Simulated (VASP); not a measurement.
# Sc2GaAs3 (P-6m2) in VASP: a series of runs

Sc2GaAs3 is run at these levels: PBE; tasks: single point, relaxation of cell and atoms.

Program: VASP 6.6.1. These are calculated values, not measurements. Logs are shortened: lines on timing, memory, paths and dates and some standing lists are left out, and cuts for length are marked.

## Step 1: The cell of the first run

The structure is hexagonal, space group P-6m2 (No. 187). The conventional cell has a = 5.042 Å, b = 5.042 Å, c = 7.268 Å, α = 90.00°, β = 90.00°, γ = 120.00°. Sc (site symmetry -6m2) has 3 Sc at 2.91 Å and 8 As at 3.63 to 3.80 Å within 3.9 Å. Sc (site symmetry -6m2) has 2 As at 2.45 Å and 3 Sc at 2.91 Å within 3.2 Å. Ga (site symmetry -6m2) has 9 As at 2.91 to 3.14 Å within 3.8 Å. As (site symmetry 3m) has 4 As at 2.37 to 3.14 Å and 1 Sc at 2.45 Å and 3 Ga at 3.14 Å within 3.2 Å. As (site symmetry -6m2) has 3 Ga at 2.91 Å and 6 As at 3.14 Å and 2 Sc at 3.63 Å within 3.8 Å.

The cell was generated, and may not be a known phase.

## Step 2: Single point, PBE

File INCAR:

```
  PREC = Accurate
  ENCUT = 500
  EDIFF = 1E-6
  ISMEAR = 0
  SIGMA = 0.1
  LREAL = False
  LASPH = True
  NELM = 120
  ALGO = Normal
  ISIF = 2
  LWAVE = False
  LCHARG = False
  GGA = PE
  NBANDS = 34
  GGA_COMPAT = False
```

File KPOINTS:

```
regular mesh
0
Gamma
  6 6 4
```

File POSCAR:

```
Sc2GaAs3
1.0
    5.0415754912      0.0000000000      0.0000000000
   -2.5207877456      4.3661324505      0.0000000000
    0.0000000000      0.0000000000      7.2676844476
Sc Ga As
2 1 3
Direct
    0.6666666667      0.3333333333      0.5000000000
    0.3333333333      0.6666666667      0.5000000000
    0.0000000000      0.0000000000      0.0000000000
    0.3333333333      0.6666666667      0.1629140935
    0.3333333333      0.6666666667      0.8370859065
    0.6666666667      0.3333333333      0.0000000000
```

Potentials or basis: VASP PAW PBE potentials, release 64 (Sc_sv, Ga_d, As).

Run with:

```sh
> cat potpaw_PBE.64/Sc_sv/POTCAR potpaw_PBE.64/Ga_d/POTCAR potpaw_PBE.64/As/POTCAR > POTCAR
> mpirun -np 1 vasp_std > vasp.out
```

OUTCAR:

```text
PREC = Accurate
   ENCUT = 500
   EDIFF = 1E-6
   ISMEAR = 0
   LREAL = False
   LASPH = True
   NELM = 120
   ISIF = 2
   GGA = PE

 ion  position               nearest neighbor table
   1  0.667  0.333  0.500-   2 2.91   2 2.91   2 2.91
   2  0.333  0.667  0.500-   4 2.45   5 2.45   1 2.91   1 2.91   1 2.91
   3  0.000  0.000  0.000-   6 2.91   6 2.91   6 2.91
   4  0.333  0.667  0.163-   5 2.37   2 2.45
   5  0.333  0.667  0.837-   4 2.37   2 2.45
   6  0.667  0.333  0.000-   3 2.91   3 2.91   3 2.91

  LATTYP: Found a hexagonal cell.
 ALAT       =     5.0415754912
 C/A-ratio  =     1.4415502575

  Lattice vectors:

 A1 = (   5.0415754912,   0.0000000000,   0.0000000000)
 A2 = (  -2.5207877456,   4.3661324505,   0.0000000000)
 A3 = (   0.0000000000,   0.0000000000,   7.2676844476)

Analysis of symmetry for initial positions (statically):
=====================================================================
 Subroutine PRICEL returns:
 Original cell was already a primitive cell.

 Routine SETGRP: Setting up the symmetry group for a
 hexagonal supercell.

 Subroutine GETGRP returns: Found 12 space group operations
 (whereof 12 operations were pure point group operations)
 out of a pool of 24 trial point group operations.

The static configuration has the point symmetry D_3h.

Analysis of symmetry for dynamics (positions and initial velocities):
=====================================================================
 Subroutine PRICEL returns:
 Original cell was already a primitive cell.

 Routine SETGRP: Setting up the symmetry group for a
 hexagonal supercell.

 Subroutine GETGRP returns: Found 12 space group operations
 (whereof 12 operations were pure point group operations)
 out of a pool of 24 trial point group operations.

The dynamic configuration has the point symmetry D_3h.

 Subroutine INISYM returns: Found 12 space group operations
 (whereof 12 operations are pure point group operations),
 and found     1 'primitive' translations

----------------------------------------------------------------------------------------

                                     Primitive cell

  volume of cell :     159.9776

  direct lattice vectors                    reciprocal lattice vectors
     5.041575491  0.000000000  0.000000000     0.198350694  0.114517827  0.000000000
    -2.520787746  4.366132451  0.000000000     0.000000000  0.229035654  0.000000000
     0.000000000  0.000000000  7.267684448     0.000000000  0.000000000  0.137595407

  length of vectors
     5.041575491  5.041575491  7.267684448     0.229035654  0.229035654  0.137595407

  position of ions in fractional coordinates (direct lattice)
     0.666666667  0.333333333  0.500000000
     0.333333333  0.666666667  0.500000000
     0.000000000  0.000000000  0.000000000
     0.333333333  0.666666667  0.162914093
     0.333333333  0.666666667  0.837085907
     0.666666667  0.333333333  0.000000000

  ion indices of the primitive-cell ions
   primitive index   ion index
                 1           1
                 2           2
                 3           3
                 4           4
                 5           5
                 6           6

----------------------------------------------------------------------------------------

 KPOINTS: regular mesh

Automatic generation of k-mesh.
 Grid dimensions read from file:
 generate k-points for:    6    6    4

 Generating k-lattice:

  Cartesian coordinates                     Fractional coordinates (reciprocal lattice)
     0.033058449  0.019086304  0.000000000     0.166666667  0.000000000  0.000000000
     0.000000000  0.038172609  0.000000000     0.000000000  0.166666667  0.000000000
     0.000000000  0.000000000  0.034398852     0.000000000  0.000000000  0.250000000

  Length of vectors
     0.038172609  0.038172609  0.034398852

  Shift w.r.t. Gamma in fractional coordinates (k-lattice)
     0.000000000  0.000000000  0.000000000

 Subroutine IBZKPT returns following result:
 ===========================================

 Found     21 irreducible k-points:

 Following reciprocal coordinates:
            Coordinates               Weight
  0.000000  0.000000  0.000000      1.000000
  0.166667  0.000000  0.000000      6.000000
  0.333333 -0.000000  0.000000      6.000000
  0.500000  0.000000  0.000000      3.000000
  0.166667  0.166667  0.000000      6.000000
  0.333333  0.166667  0.000000     12.000000
[... 13 lines left out ...]
  0.333333  0.166667  0.500000     12.000000
  0.333333  0.333333  0.500000      2.000000
   k-points           NKPTS =     21   k-points in BZ     NKDIM =     21   number of bands    NBANDS=     34
   number of dos      NEDOS =    301   number of ions     NIONS =      6
   total plane-waves  NPLWV =  86400
   dimension x,y,z NGX =    40 NGY =   40 NGZ =   54
   dimension x,y,z NGXF=    80 NGYF=   80 NGZF=  108
   ions per type =               2   1   3
   NGX,Y,Z   is equivalent  to a cutoff of  13.19, 13.19, 12.35 a.u.
   NGXF,Y,Z  is equivalent  to a cutoff of  26.38, 26.38, 24.70 a.u.
 SYSTEM =  unknown system
   PREC   = accura    normal or accurate (medium, high low for compatibility)
   ISTART =      0    job   : 0-new  1-cont  2-samecut
   ICHARG =      2    charge: 1-file 2-atom 10-const
   ISPIN  =      1    spin polarized calculation?
   LNONCOLLINEAR =      F non collinear calculations
   LSORBIT =      F    spin-orbit coupling
   LASPH  =      T    aspherical Exc in radial PAW
   ENCUT  =  500.0 eV  36.75 Ry    6.06 a.u.   9.19  9.19 13.25*2*pi/ulx,y,z
   NELM   =    120;   NELMIN=  2; NELMDL= -5     # of ELM steps
   EDIFF  = 0.1E-05   stopping-criterion for ELM
   LREAL  =      F    real-space projection
   EDIFFG = 0.1E-04   stopping-criterion for IOM
   NSW    =      0    number of steps for IOM
   IBRION =     -1    ionic relax: 0-MD 1-quasi-New 2-CG
   NFREE  =      0    steps in history (QN), initial steepest desc. (CG)
   ISIF   =      2    stress and relaxation
   ISYM   =      2    0-nonsym 1-usesym 2-fastsym
   POTIM  = 0.5000    time-step for ionic-motion
   TEBEG  =    0.0;   TEEND  =   0.0 temperature during run
   PSTRESS=    0.0 pullay stress
   NELECT =      50.0000    total number of electrons
   NUPDOWN=      -1.0000    fix difference up-down
   EMIN   =  10.00;   EMAX   =-10.00  energy-range for DOS
   EFERMI =   0.00;   METHOD = LEGACY
   ISMEAR =     0;   SIGMA  =   0.10  broadening in eV -4-tet -1-fermi 0-gaus
   EFERMI_NEDOS =   21; number of points for ismear=-14 and -15
   IALGO  =     38    algorithm
   IMIX   =      4    mixing-type and parameters
     AMIX     =   0.40;   BMIX     =  1.00
     AMIX_MAG =   1.60;   BMIX_MAG =  1.00
  volume/ion in A,a.u.               =      26.66       179.93
  Fermi-wavevector in a.u.,A,eV,Ry     =   1.110994  2.099474 16.793778  1.234308
  Thomas-Fermi vector in A             =   2.247552
   LORBIT       =      0    0 simple, 1 ext, 2 COOP (PROOUT), +10 PAW based schemes
   GGA     = PE    functional components
   LHFCALC =     F    Hartree Fock is set to
   AEXX    =    0.0000 exact exchange contribution
   IVDW    =     0    specifies the selected vdW correction
   LEPSILON=     F    determine dielectric tensor
   LRPA    =     F    only Hartree local field effects (RPA)
 non-spin polarized calculation
 Gauss-broadening in eV      SIGMA  =   0.10
  energy-cutoff  :      500.00
  volume of cell :      159.98
 maximum number of plane-waves:      4090
 NGX is ok and might be reduce to    40
   NGX = 19   NGY = 19   NGZ = 27

 number of electron      50.0000012 magnetization

 Free energy of the ion-electron system (eV)
  ---------------------------------------------------
  ext. energy  EPLUGINS =         0.00000000
  ---------------------------------------------------
  free energy    TOTEN  =       -25.66361817 eV

  energy without entropy =      -25.63013099  energy(sigma->0) =      -25.64687458

 E-fermi :   3.3046     XC(G=0):  -9.1624

 val. band max:        3.2981662485   @ k =   0.3333   0.3333   0.5000
 cond. band min:       3.3063480595   @ k =   0.3333  -0.0000   0.2500
 fundamental gap:      0.0081818111
 Fermi energy:         3.3045741564

 k-point     1 :       0.0000    0.0000    0.0000
  band No.  band energies     occupation
      1     -46.9938      2.00000
      2     -46.0276      2.00000
      3     -25.7575      2.00000
      4     -25.6051      2.00000
      5     -25.6051      2.00000
      6     -24.7839      2.00000
[... 26 lines left out ...]
     33       4.6887      0.00000
     34       5.5007      0.00000

 k-point     2 :       0.1667    0.0000    0.0000
  band No.  band energies     occupation
      1     -46.9931      2.00000
      2     -46.0284      2.00000
      3     -25.7569      2.00000
      4     -25.6087      2.00000
      5     -25.5977      2.00000
      6     -24.7846      2.00000
[... 26 lines left out ...]
     33       4.7907      0.00000
     34       5.6644      0.00000

 k-point     3 :       0.3333   -0.0000    0.0000
  band No.  band energies     occupation
      1     -46.9918      2.00000
      2     -46.0300      2.00000
      3     -25.7557      2.00000
      4     -25.6159      2.00000
      5     -25.5824      2.00000
      6     -24.7858      2.00000
[... 26 lines left out ...]
     33       5.3171      0.00000
     34       5.4179      0.00000
[... 593 lines left out ...]
 k-point    20 :       0.3333    0.1667    0.5000
  band No.  band energies     occupation
      1     -46.9911      2.00000
      2     -46.0308      2.00000
      3     -25.7551      2.00000
      4     -25.6229      2.00000
      5     -25.5706      2.00000
      6     -24.7865      2.00000
[... 26 lines left out ...]
     33       5.3020      0.00000
     34       5.7643      0.00000

 k-point    21 :       0.3333    0.3333    0.5000
  band No.  band energies     occupation
      1     -46.9908      2.00000
      2     -46.0312      2.00000
      3     -25.7548      2.00000
      4     -25.6277      2.00000
      5     -25.5630      2.00000
      6     -24.7869      2.00000
[... 26 lines left out ...]
     33       5.4145      0.00000
     34       5.7001      0.00000

------------------------ aborting loop because EDIFF is reached ----------------------------------------

  FORCE on cell =-STRESS in cart. coord.  units (eV):
  Direction    XX          YY          ZZ          XY          YZ          ZX
  --------------------------------------------------------------------------------------
  -------------------------------------------------------------------------------------
  Total        0.0154879      0.0154879      0.2378088     -0.0000000      0.0000000      0.0000000
  in kB        0.1551111      0.1551111      2.3816569     -0.0000000      0.0000000      0.0000000
  external PRESSURE =       0.8972930 kB  Pullay stress =       0.0000000 kB

 VOLUME and BASIS-vectors are now :
 -----------------------------------------------------------------------------
  energy-cutoff  :      500.00
  volume of cell :      159.98
      direct lattice vectors                 reciprocal lattice vectors
     5.041575491  0.000000000  0.000000000     0.198350694  0.114517827  0.000000000
    -2.520787746  4.366132451  0.000000000     0.000000000  0.229035654  0.000000000
     0.000000000  0.000000000  7.267684448     0.000000000  0.000000000  0.137595407

 POSITION                                       TOTAL-FORCE (eV/Angst)
 -----------------------------------------------------------------------------------
      2.52079      1.45538      3.63384        -0.000000      0.000000      0.000000
     -0.00000      2.91075      3.63384         0.000000     -0.000000      0.000000
      0.00000      0.00000      0.00000        -0.000000      0.000000      0.000000
     -0.00000      2.91075      1.18401         0.000000     -0.000000      0.043984
     -0.00000      2.91075      6.08368         0.000000      0.000000     -0.043984
      2.52079      1.45538      0.00000        -0.000000      0.000000      0.000000
 -----------------------------------------------------------------------------------
    total drift:                                0.000000     -0.000000      0.000000

  FREE ENERGIE OF THE ION-ELECTRON SYSTEM (eV)
  ---------------------------------------------------
  free  energy   TOTEN  =       -25.6636181747 eV

  energy  without entropy=      -25.6301309904  energy(sigma->0) =      -25.64687458
```

Run time: 5.3 min. Hardware: 1 thread of Oxide Virtual Turin-like, shared host; peak memory 0.3 GiB.

Results:

| Item | Value |
| --- | --- |
| Free energy | -25.6636 eV |
| Pressure | 0.1 GPa |
| Largest force | 0.044 eV/Å |
| Band gap on the k mesh | zero (bands 25 and 26 overlap by 1.30 eV) |

Forces in eV/Å, atoms in the order of the input:
```
Sc   0.000  0.000  0.000
Sc   0.000  0.000  0.000
Ga   0.000  0.000  0.000
As   0.000  0.000  0.044
As   0.000  0.000 -0.044
As   0.000  0.000  0.000
```

Levels at points of the mesh, in eV from the Fermi level:
```
           k point  band 23  band 24  band 25  band 26  band 27  band 28
(0.00, 0.00, 0.00)    -1.64    -1.38    -1.19    -1.19     0.78     0.78
(0.50, 0.00, 0.00)    -0.26    -0.18    -0.08     0.30     0.66     0.95
(0.00, 0.00, 0.50)    -1.88    -1.55    -0.67    -0.67     0.56     0.69
(0.50, 0.00, 0.50)    -0.77    -0.53    -0.07     0.05     0.41     0.53
```

## Step 3: Relaxation of cell and atoms, PBE

This run uses another cell than the first one, of 26.42 Å³/atom.

File INCAR:

```
SYSTEM = Sc2GaAs3
PREC = Accurate
ENCUT = 500
EDIFF = 1E-7
ISMEAR = 0
SIGMA = 0.1
LREAL = .False.
LASPH = .True.
NELM = 120
ALGO = Normal
ISIF = 3
LWAVE = .False.
LCHARG = .False.
GGA = PE
IBRION = 2
NSW = 90
EDIFFG = -0.04
GGA_COMPAT = .False.
NELMIN = 4
```

File KPOINTS:

```
Automatic mesh
0
Gamma
  6 6 4
  0 0 0
```

File POSCAR:

```
Sc2GaAs3
1.0
    4.9824193676      0.0000000000      0.0000000000
   -2.4912096838      4.3149017447      0.0000000000
    0.0000000000      0.0000000000      7.3729441621
Sc Ga As
2 1 3
Direct
    0.6666666667      0.3333333333      0.5000000000
    0.3333333333      0.6666666667      0.5000000000
    0.0000000000      0.0000000000      0.0000000000
    0.3333333333      0.6666666667      0.1639534787
    0.3333333333      0.6666666667      0.8360465213
    0.6666666667      0.3333333333      0.0000000000
```

Potentials or basis: VASP PAW PBE potentials, release 64 (Sc_sv, Ga_d, As).

Run with:

```sh
> cat potpaw_PBE.64/Sc_sv/POTCAR potpaw_PBE.64/Ga_d/POTCAR potpaw_PBE.64/As/POTCAR > POTCAR
> mpirun -np 1 vasp_std > vasp.out
```

Run time: 12 min. Hardware: 1 thread of Oxide Virtual Turin-like, shared host; peak memory 0.28 GiB.

The run converged. Its results:

```yaml
Free_energy: -25.6636 eV
Relaxed_volume: 26.69 Å³/atom
Relaxed_cell: a = 5.038 Å, b = 5.038 Å, c = 7.284 Å, α = 90.00°, β = 90.00°, γ = 120.00°
Space_group_after_relaxing_to_0.1_Å: P-6m2 (No. 187)
Energy_gained_by_relaxing: 2.4 meV/atom
Ionic_steps: 4
Pressure_after_relaxing: 0.0 GPa
Largest_force_after_relaxing: 0.009 eV/Å
Band_gap_on_the_k_mesh: zero (bands 25 and 26 overlap by 1.30 eV)
```

Forces on the atoms (eV/Å):
```
Sc   0.000  0.000  0.000
Sc   0.000  0.000  0.000
Ga   0.000  0.000  0.000
As   0.000  0.000 -0.009
As   0.000  0.000  0.009
As   0.000  0.000  0.000
```

The path:
```tsv
step	energy change (eV)	largest force (eV/Å)	pressure (GPa)	volume (Å³)
1	0.0000	0.0689	0.04	158.51
2	-0.0111	0.0299	0.22	158.64
3	-0.0128	0.0017	0.33	158.70
4	-0.0143	0.0087	-0.01	160.13
```

Final structure:
```cif
data_structure
_symmetry_space_group_name_H-M 'P 1'
_symmetry_Int_Tables_number 1
_cell_length_a 5.0384
_cell_length_b 5.0384
_cell_length_c 7.2837
_cell_angle_alpha 90.000
_cell_angle_beta 90.000
_cell_angle_gamma 120.000
_cell_volume 160.13
loop_
_atom_site_label
_atom_site_type_symbol
_atom_site_fract_x
_atom_site_fract_y
_atom_site_fract_z
_atom_site_occupancy
Sc1 Sc 0.66667 0.33333 0.50000 1
Sc2 Sc 0.33333 0.66667 0.50000 1
Ga1 Ga 0.00000 0.00000 0.00000 1
As1 As 0.33333 0.66667 0.16319 1
As2 As 0.33333 0.66667 0.83681 1
As3 As 0.66667 0.33333 0.00000 1
```

Levels at points of the mesh, in eV from the Fermi level:
```tsv
k point	band 21	band 22	band 23	band 24	band 25	band 26	band 27	band 28	band 29	band 30
(0.00, 0.00, 0.00)	-1.87	-1.87	-1.64	-1.38	-1.19	-1.19	0.78	0.78	1.11	1.11
(0.50, 0.00, 0.00)	-1.56	-1.38	-0.26	-0.17	-0.08	0.30	0.67	0.96	1.06	1.22
(0.00, 0.00, 0.50)	-2.45	-1.88	-1.88	-1.56	-0.67	-0.67	0.54	0.69	0.69	0.97
(0.50, 0.00, 0.50)	-1.13	-0.90	-0.77	-0.54	-0.07	0.05	0.41	0.51	0.68	1.34
```
